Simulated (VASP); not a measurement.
# Si3N4 (P6_3) in VASP: notebook

Si3N4 is run at these levels: PBE; tasks: electric field gradients.

Program: VASP 6.6.1. These are calculated values, not measurements. Logs are shortened: lines on timing, memory, paths and dates and some standing lists are left out, and cuts for length are marked.

### Step 1. The cell of the first run

Symmetry: P6_3, No. 173, hexagonal system. Conventional cell: a = 7.595 Å, b = 7.595 Å, c = 2.902 Å, α = 90.00°, β = 90.00°, γ = 120.00°. Within 2.3 Å of Si (site symmetry 1) lie 5 N at 1.70 to 2.29 Å. Within 2.3 Å of N (site symmetry 1) lie 3 Si at 1.70 to 1.77 Å. N (site symmetry 3) has 6 Si at 2.23 to 2.29 Å and 3 N at 2.45 Å within 2.9 Å.

### Step 2. Electric field gradients, PBE

The input, INCAR:

```
SYSTEM = Si3N4
ALGO = Normal ; EDIFF = 1E-8
ENCUT = 520 ; GGA = PE
ISIF = 2 ; ISMEAR = -1
LASPH = .True. ; LCHARG = .False.
LEFG = .True. ; LREAL = .False.
LWAVE = .False. ; NBANDS = 45
NELM = 100 ; PREC = Accurate
SIGMA = 0.02
```

The input, KPOINTS:

```
k-points
0
Gamma
  4 4 10
  0 0 0
```

The input, POSCAR:

```
Si3N4
1.0
    7.5950000000      0.0000000000      0.0000000000
   -3.7975000000      6.5774629417      0.0000000000
    0.0000000000      0.0000000000      2.9023000000
Si N
6 8
Direct
    0.7687000000      0.1744000000      0.2500000000
    0.5943000000      0.7687000000      0.7500000000
    0.8256000000      0.5943000000      0.2500000000
    0.2313000000      0.8256000000      0.7500000000
    0.4057000000      0.2313000000      0.2500000000
    0.1744000000      0.4057000000      0.7500000000
    0.0297000000      0.3295000000      0.2650000000
    0.7002000000      0.0297000000      0.7650000000
    0.6705000000      0.7002000000      0.2650000000
    0.9703000000      0.6705000000      0.7650000000
    0.2998000000      0.9703000000      0.2650000000
    0.3295000000      0.2998000000      0.7650000000
    0.3333333333      0.6666666667      0.2344000000
    0.6666666667      0.3333333333      0.7344000000
```

Potentials or basis: VASP PAW PBE potentials, release 64 (Si, N).

On the command line:

```console
$ cat potpaw_PBE.64/Si/POTCAR potpaw_PBE.64/N/POTCAR > POTCAR
$ mpirun -np 1 vasp_std > vasp.out
```

OUTCAR:

```text
SYSTEM = Si3N4
   EDIFF = 1E-8
   ENCUT = 520
   GGA = PE
   ISIF = 2
   ISMEAR = -1
   LASPH = .True.
   LREAL = .False.
   NELM = 100
   PREC = Accurate

 ion  position               nearest neighbor table
   1  0.769  0.174  0.250-   8 1.70   7 1.73   8 1.77  14 2.23  14 2.29   3 3.00   5 3.00   2 3.05
                             2 3.05   6 3.05   6 3.05
   2  0.594  0.769  0.750-   9 1.70   8 1.73   9 1.77  13 2.23  13 2.29   6 3.00   4 3.00   1 3.05
                             1 3.05   3 3.05   3 3.05
   3  0.826  0.594  0.250-  10 1.70   9 1.73  10 1.77  14 2.23  14 2.29   1 3.00   5 3.00   4 3.05
                             4 3.05   2 3.05   2 3.05
   4  0.231  0.826  0.750-  11 1.70  10 1.73  11 1.77  13 2.23  13 2.29   6 3.00   2 3.00   5 3.05
                             5 3.05   3 3.05   3 3.05
   5  0.406  0.231  0.250-  12 1.70  11 1.73  12 1.77  14 2.23  14 2.29   3 3.00   1 3.00   4 3.05
                             4 3.05   6 3.05   6 3.05
   6  0.174  0.406  0.750-   7 1.70  12 1.73   7 1.77  13 2.23  13 2.29   4 3.00   2 3.00   1 3.05
                             1 3.05   5 3.05   5 3.05
   7  0.030  0.330  0.265-   6 1.70   1 1.73   6 1.77
   8  0.700  0.030  0.765-   1 1.70   2 1.73   1 1.77
   9  0.670  0.700  0.265-   2 1.70   3 1.73   2 1.77
  10  0.970  0.670  0.765-   3 1.70   4 1.73   3 1.77
  11  0.300  0.970  0.265-   4 1.70   5 1.73   4 1.77
  12  0.330  0.300  0.765-   5 1.70   6 1.73   5 1.77
  13  0.333  0.667  0.234-   4 2.23   6 2.23   2 2.23   4 2.29   6 2.29   2 2.29
  14  0.667  0.333  0.734-   1 2.23   3 2.23   5 2.23   1 2.29   3 2.29   5 2.29

  LATTYP: Found a hexagonal cell.
 ALAT       =     7.5950000000
 C/A-ratio  =     0.3821329822

  Lattice vectors:

 A1 = (   7.5950000000,   0.0000000000,   0.0000000000)
 A2 = (  -3.7975000000,   6.5774629417,   0.0000000000)
 A3 = (   0.0000000000,   0.0000000000,   2.9023000000)

Analysis of symmetry for initial positions (statically):
=====================================================================
 Subroutine PRICEL returns:
 Original cell was already a primitive cell.

 Routine SETGRP: Setting up the symmetry group for a
 hexagonal supercell.

 Subroutine GETGRP returns: Found  6 space group operations
 (whereof  3 operations were pure point group operations)
 out of a pool of 24 trial point group operations.

The static configuration has the point symmetry C_3 .
 The point group associated with its full space group is C_6 .

Analysis of symmetry for dynamics (positions and initial velocities):
=====================================================================
 Subroutine PRICEL returns:
 Original cell was already a primitive cell.

 Routine SETGRP: Setting up the symmetry group for a
 hexagonal supercell.

 Subroutine GETGRP returns: Found  6 space group operations
 (whereof  3 operations were pure point group operations)
 out of a pool of 24 trial point group operations.

The dynamic configuration has the point symmetry C_3 .
 The point group associated with its full space group is C_6 .

 Subroutine INISYM returns: Found  6 space group operations
 (whereof  3 operations are pure point group operations),
 and found     1 'primitive' translations

----------------------------------------------------------------------------------------

                                     Primitive cell

  volume of cell :     144.9868

  direct lattice vectors                    reciprocal lattice vectors
     7.595000000  0.000000000  0.000000000     0.131665569  0.076017152  0.000000000
    -3.797500000  6.577462942  0.000000000     0.000000000  0.152034304  0.000000000
     0.000000000  0.000000000  2.902300000     0.000000000  0.000000000  0.344554319

  length of vectors
     7.595000000  7.595000000  2.902300000     0.152034304  0.152034304  0.344554319

  position of ions in fractional coordinates (direct lattice)
     0.768700000  0.174400000  0.250000000
     0.594300000  0.768700000  0.750000000
     0.825600000  0.594300000  0.250000000
     0.231300000  0.825600000  0.750000000
[... 133 lines left out ...]
   NGX = 29   NGY = 29   NGZ = 11

 number of electron      63.9999998 magnetization

 Free energy of the ion-electron system (eV)
  ---------------------------------------------------
  ext. energy  EPLUGINS =         0.00000000
  ---------------------------------------------------
  free energy    TOTEN  =      -104.45633256 eV

  energy without entropy =     -104.45633256  energy(sigma->0) =     -104.45633256

 E-fermi :   7.7370     XC(G=0): -10.9999

 val. band max:        7.2427426298   @ k =   0.0000   0.0000   0.2000
 cond. band min:       8.6427440843   @ k =   0.0000   0.0000   0.5000
 fundamental gap:      1.4000014545
 Fermi energy:         7.7370213118

 k-point     1 :       0.0000    0.0000    0.0000
  band No.  band energies     occupation
      1     -11.1643      2.00000
      2      -9.8818      2.00000
      3      -9.8818      2.00000
      4      -9.0970      2.00000
      5      -9.0970      2.00000
      6      -8.4330      2.00000
[... 1117 lines left out ...]
     43      14.1454      0.00000
     44      14.1454      0.00000
 [bands above 44 left out]

------------------------ aborting loop because EDIFF is reached ----------------------------------------

  FORCE on cell =-STRESS in cart. coord.  units (eV):
  Direction    XX          YY          ZZ          XY          YZ          ZX
  --------------------------------------------------------------------------------------
  -------------------------------------------------------------------------------------
  Total       10.2726810     10.2726810    -27.0377749     -0.0000003      0.0000000      0.0000000
  in kB      113.5183046    113.5183046   -298.7810443     -0.0000033      0.0000000      0.0000000
  external PRESSURE =     -23.9148117 kB  Pullay stress =       0.0000000 kB

 VOLUME and BASIS-vectors are now :
 -----------------------------------------------------------------------------
  energy-cutoff  :      520.00
  volume of cell :      144.99
      direct lattice vectors                 reciprocal lattice vectors
     7.595000000  0.000000000  0.000000000     0.131665569  0.076017152  0.000000000
    -3.797500000  6.577462942  0.000000000     0.000000000  0.152034304  0.000000000
     0.000000000  0.000000000  2.902300000     0.000000000  0.000000000  0.344554319

 POSITION                                       TOTAL-FORCE (eV/Angst)
 -----------------------------------------------------------------------------------
      5.17599      1.14711      0.72557        -1.271163      1.343233      1.452261
      1.59457      5.05610      2.17672        -1.798856     -0.429242      1.452261
      4.01358      3.90899      0.72557        -0.527693     -1.772476      1.452261
     -1.37849      5.43035      2.17672         1.271163     -1.343233      1.452261
      2.20293      1.52137      0.72557         1.798856      0.429242      1.452261
     -0.21608      2.66848      2.17672         0.527693      1.772476      1.452261
     -1.02570      2.16727      0.76911        -1.603901     -1.560394     -1.054258
      5.20523      0.19535      2.22026         0.549390     -2.169216     -1.054258
      2.43344      4.60554      0.76911         2.153291     -0.608822     -1.054258
      4.82320      4.41019      2.22026         1.603901      1.560394     -1.054258
     -1.40773      6.38211      0.76911        -0.549390      2.169216     -1.054258
      1.36406      1.97192      2.22026        -2.153291      0.608822     -1.054258
     -0.00000      4.38498      0.68030         0.000000      0.000000     -1.194008
      3.79750      2.19249      2.13145         0.000000      0.000000     -1.194008
 -----------------------------------------------------------------------------------
    total drift:                               -0.000000      0.000000     -0.000588

  FREE ENERGIE OF THE ION-ELECTRON SYSTEM (eV)
  ---------------------------------------------------
  free  energy   TOTEN  =      -104.4563325551 eV

  energy  without entropy=     -104.4563325551  energy(sigma->0) =     -104.45633256

 Electric field gradients (V/A^2)
---------------------------------------------------------------------
 ion       V_xx      V_yy      V_zz      V_xy      V_xz      V_yz
---------------------------------------------------------------------
   1      31.319    -3.279   -28.040   -41.700    -0.363   -15.533
   2      41.484   -13.444   -28.040    35.832    13.270    -8.080
   3     -30.743    58.783   -28.040     5.869    13.633     7.452
   4      31.319    -3.279   -28.040   -41.700     0.363    15.533
   5      41.484   -13.444   -28.040    35.832   -13.270     8.080
   6     -30.743    58.783   -28.040     5.869   -13.633    -7.452
   7       7.113   -37.089    29.976    19.657     0.518     2.009
   8     -43.062    13.087    29.975     9.311    -1.481     1.454
   9      -9.014   -20.962    29.976   -28.969    -1.999    -0.556
  10       7.113   -37.089    29.976    19.657    -0.518    -2.009
  11     -43.062    13.087    29.975     9.311     1.481    -1.454
  12      -9.014   -20.962    29.976   -28.969     1.999     0.556
  13     -24.380   -24.380    48.760     0.000    -0.000    -0.000
  14     -24.380   -24.380    48.760     0.000     0.000     0.000
---------------------------------------------------------------------

 Electric field gradients after diagonalization (V/A^2)
 (convention: |V_zz| > |V_xx| > |V_yy|)
----------------------------------------------------------------------
 ion       V_xx      V_yy      V_zz     asymmetry (V_yy - V_xx)/ V_zz
----------------------------------------------------------------------
   1     -43.096   -16.875    59.971       0.437
   2     -43.096   -16.875    59.971       0.437
   3     -43.096   -16.875    59.971       0.437
   4     -43.096   -16.875    59.971       0.437
   5     -43.096   -16.875    59.971       0.437
   6     -43.096   -16.875    59.971       0.437
   7      30.107    14.497   -44.604       0.350
   8      30.106    14.498   -44.604       0.350
   9      30.107    14.498   -44.605       0.350
  10      30.107    14.497   -44.604       0.350
  11      30.106    14.498   -44.604       0.350
  12      30.107    14.498   -44.605       0.350
  13     -24.380   -24.379    48.760       0.000
  14     -24.380   -24.379    48.760       0.000
----------------------------------------------------------------------

           NMR quadrupolar parameters

 Cq : quadrupolar parameter    Cq=e*Q*V_zz/h
 eta: asymmetry parameters     (V_yy - V_xx)/ V_zz
 Q  : nuclear electric quadrupole moment in mb (millibarn)
----------------------------------------------------------------------
 ion       Cq(MHz)       eta       Q (mb)
----------------------------------------------------------------------
   1       0.145       0.437       1.000
   2       0.145       0.437       1.000
   3       0.145       0.437       1.000
   4       0.145       0.437       1.000
   5       0.145       0.437       1.000
   6       0.145       0.437       1.000
   7      -0.108       0.350       1.000
   8      -0.108       0.350       1.000
   9      -0.108       0.350       1.000
  10      -0.108       0.350       1.000
  11      -0.108       0.350       1.000
  12      -0.108       0.350       1.000
  13       0.118       0.000       1.000
  14       0.118       0.000       1.000
----------------------------------------------------------------------
```

Wall time 2.6 min (1 thread of Intel Xeon Platinum 8488C (Sapphire Rapids), shared host); peak memory 0.32 GiB.

What came out:

```
Free energy            : -104.4563 eV
Pressure               : -2.4 GPa
Largest force          : 2.474 eV/Å
Band gap on the k mesh : 1.40 eV, indirect (least direct gap 1.89 eV)
```

Forces on the atoms (eV/Å):
```
Si  -1.271  1.343  1.452
Si  -1.799 -0.429  1.452
Si  -0.528 -1.772  1.452
Si   1.271 -1.343  1.452
Si   1.799  0.429  1.452
Si   0.528  1.772  1.452
N   -1.604 -1.560 -1.054
N    0.549 -2.169 -1.054
N    2.153 -0.609 -1.054
N    1.604  1.560 -1.054
N   -0.549  2.169 -1.054
N   -2.153  0.609 -1.054
N    0.000  0.000 -1.194
N    0.000  0.000 -1.194
```

Electric field gradients, principal values (V/Å²):
| atom | least | middle | greatest (by size) |
| --- | --- | --- | --- |
| 1 Si | -16.875 | -43.096 | 59.971 |
| 2 Si | -16.875 | -43.096 | 59.971 |
| 3 Si | -16.875 | -43.096 | 59.971 |
| 4 Si | -16.875 | -43.096 | 59.971 |
| 5 Si | -16.875 | -43.096 | 59.971 |
| 6 Si | -16.875 | -43.096 | 59.971 |
| 7 N | 14.497 | 30.107 | -44.604 |
| 8 N | 14.498 | 30.106 | -44.604 |
| 9 N | 14.498 | 30.107 | -44.605 |
| 10 N | 14.497 | 30.107 | -44.604 |
| 11 N | 14.498 | 30.106 | -44.604 |
| 12 N | 14.498 | 30.107 | -44.605 |
| 13 N | -24.379 | -24.380 | 48.760 |
| 14 N | -24.379 | -24.380 | 48.760 |

Caveat: without QUAD_EFG the Cq values of the log hold for a quadrupole moment of 1 mb, not for the nuclei; forces of over 1 eV/Å act on the atoms, so gaps and moduli don't describe the material at rest.

### Step 3. Electric field gradients, PBE

The input, INCAR:

```
PREC = Accurate
ENCUT = 520
EDIFF = 1E-8
ISMEAR = 0
SIGMA = 0.1
LREAL = F
LASPH = T
NELM = 100
ALGO = Normal
ISIF = 2
LWAVE = F
LCHARG = F
GGA = PE
LEFG = T
NBANDS = 45
```

The input, KPOINTS:

```
Automatic mesh
0
Gamma
  4 4 10
```

POSCAR is that of step 2.

Potentials or basis: VASP PAW PBE potentials, release 64 (Si, N).

On the command line:

```console
$ cat potpaw_PBE.64/Si/POTCAR potpaw_PBE.64/N/POTCAR > POTCAR
$ mpirun -np 1 vasp_std > vasp.out
```

OUTCAR:

```text
PREC = Accurate
   ENCUT = 520
   EDIFF = 1E-8
   ISMEAR = 0
   LREAL = F
   LASPH = T
   NELM = 100
   ISIF = 2
   GGA = PE

 ion  position               nearest neighbor table
   1  0.769  0.174  0.250-   8 1.70   7 1.73   8 1.77  14 2.23  14 2.29   3 3.00   5 3.00   2 3.05
                             2 3.05   6 3.05   6 3.05
   2  0.594  0.769  0.750-   9 1.70   8 1.73   9 1.77  13 2.23  13 2.29   6 3.00   4 3.00   1 3.05
                             1 3.05   3 3.05   3 3.05
   3  0.826  0.594  0.250-  10 1.70   9 1.73  10 1.77  14 2.23  14 2.29   1 3.00   5 3.00   4 3.05
                             4 3.05   2 3.05   2 3.05
   4  0.231  0.826  0.750-  11 1.70  10 1.73  11 1.77  13 2.23  13 2.29   6 3.00   2 3.00   5 3.05
                             5 3.05   3 3.05   3 3.05
   5  0.406  0.231  0.250-  12 1.70  11 1.73  12 1.77  14 2.23  14 2.29   3 3.00   1 3.00   4 3.05
                             4 3.05   6 3.05   6 3.05
   6  0.174  0.406  0.750-   7 1.70  12 1.73   7 1.77  13 2.23  13 2.29   4 3.00   2 3.00   1 3.05
                             1 3.05   5 3.05   5 3.05
   7  0.030  0.330  0.265-   6 1.70   1 1.73   6 1.77
   8  0.700  0.030  0.765-   1 1.70   2 1.73   1 1.77
[... 1427 lines left out ...]
   7      30.107    14.497   -44.604       0.350
   8      30.106    14.498   -44.604       0.350
   9      30.107    14.498   -44.605       0.350
  10      30.107    14.497   -44.604       0.350
  11      30.106    14.498   -44.604       0.350
  12      30.107    14.498   -44.605       0.350
  13     -24.380   -24.379    48.760       0.000
  14     -24.380   -24.379    48.760       0.000
----------------------------------------------------------------------

           NMR quadrupolar parameters

 Cq : quadrupolar parameter    Cq=e*Q*V_zz/h
 eta: asymmetry parameters     (V_yy - V_xx)/ V_zz
 Q  : nuclear electric quadrupole moment in mb (millibarn)
----------------------------------------------------------------------
 ion       Cq(MHz)       eta       Q (mb)
----------------------------------------------------------------------
   1       0.145       0.437       1.000
   2       0.145       0.437       1.000
   3       0.145       0.437       1.000
   4       0.145       0.437       1.000
   5       0.145       0.437       1.000
   6       0.145       0.437       1.000
   7      -0.108       0.350       1.000
   8      -0.108       0.350       1.000
   9      -0.108       0.350       1.000
  10      -0.108       0.350       1.000
  11      -0.108       0.350       1.000
  12      -0.108       0.350       1.000
  13       0.118       0.000       1.000
  14       0.118       0.000       1.000
----------------------------------------------------------------------
```

stdout:

```text
POSCAR found type information on POSCAR SiN
 POSCAR found :  2 types and      14 ions
 scaLAPACK will be used
 LDA part: xc-table for (Slater+PW92), standard interpolation
 POSCAR, INCAR and KPOINTS ok, starting setup
 FFT: planning ... GRIDC
 FFT: planning ... GRID_SOFT
 FFT: planning ... GRID
 WAVECAR not read
 entering main loop
ion   1
     0.0000353     4.1813012     1.4925355     2.9059645     0.0476350    -1.6411771
     0.0000487     4.1813012     1.4925355     2.9059645     0.0476350    -1.6411771
     0.0000670     4.1813012     1.4925355     2.9059645     0.0476350    -1.6411771
     0.0000923     4.1813012     1.4925355     2.9059645     0.0476350    -1.6411771

     0.0000353    38.7416642    14.1861787    22.4366607     0.3527890   -16.1057965
     0.0000487    38.7416250    14.1861642    22.4366386     0.3527886   -16.1057801
     0.0000670    38.7415594    14.1861401    22.4366018     0.3527881   -16.1057526
     0.0000923    38.7414510    14.1861002    22.4365409     0.3527871   -16.1057072
[... 106 lines left out ...]
     0.0000281    -9.8217966     0.4884600   -22.7020994    -1.3812847    20.9136996
     0.0000381    -9.8217956     0.4884599   -22.7020969    -1.3812845    20.9136971
     0.0000517    -9.8217940     0.4884597   -22.7020927    -1.3812843    20.9136929
     0.0000701    -9.8217914     0.4884594   -22.7020858    -1.3812839    20.9136860

ion  12
     0.0000281     8.9410020    -0.5532799    -9.4028176    -0.292
```

Run time: 3.1 min. Hardware: 1 thread of Intel Xeon Platinum 8488C (Sapphire Rapids), shared host; peak memory 0.31 GiB.

Results:

* Free energy: -104.4563 eV
* Pressure: -2.4 GPa
* Largest force: 2.474 eV/Å
* Band gap on the k mesh: 1.40 eV, indirect (least direct gap 1.89 eV)

Forces on the atoms (eV/Å):
```
Si  -1.271  1.343  1.452
Si  -1.799 -0.429  1.452
Si  -0.528 -1.772  1.452
Si   1.271 -1.343  1.452
Si   1.799  0.429  1.452
Si   0.528  1.772  1.452
N   -1.604 -1.560 -1.054
N    0.549 -2.169 -1.054
N    2.153 -0.609 -1.054
N    1.604  1.560 -1.054
N   -0.549  2.169 -1.054
N   -2.153  0.609 -1.054
N    0.000  0.000 -1.194
N    0.000  0.000 -1.194
```

Electric field gradients, principal values (V/Å²):
```csv
atom,least,middle,greatest (by size)
1 Si,-16.875,-43.096,59.971
2 Si,-16.875,-43.096,59.971
3 Si,-16.875,-43.096,59.971
4 Si,-16.875,-43.096,59.971
5 Si,-16.875,-43.096,59.971
6 Si,-16.875,-43.096,59.971
7 N,14.497,30.107,-44.604
8 N,14.498,30.106,-44.604
9 N,14.498,30.107,-44.605
10 N,14.497,30.107,-44.604
11 N,14.498,30.106,-44.604
12 N,14.498,30.107,-44.605
13 N,-24.379,-24.380,48.760
14 N,-24.379,-24.380,48.760
```

Caveat: without QUAD_EFG the Cq values of the log hold for a quadrupole moment of 1 mb, not for the nuclei; forces of over 1 eV/Å act on the atoms, so gaps and moduli don't describe the material at rest. A k mesh can miss the band edges.
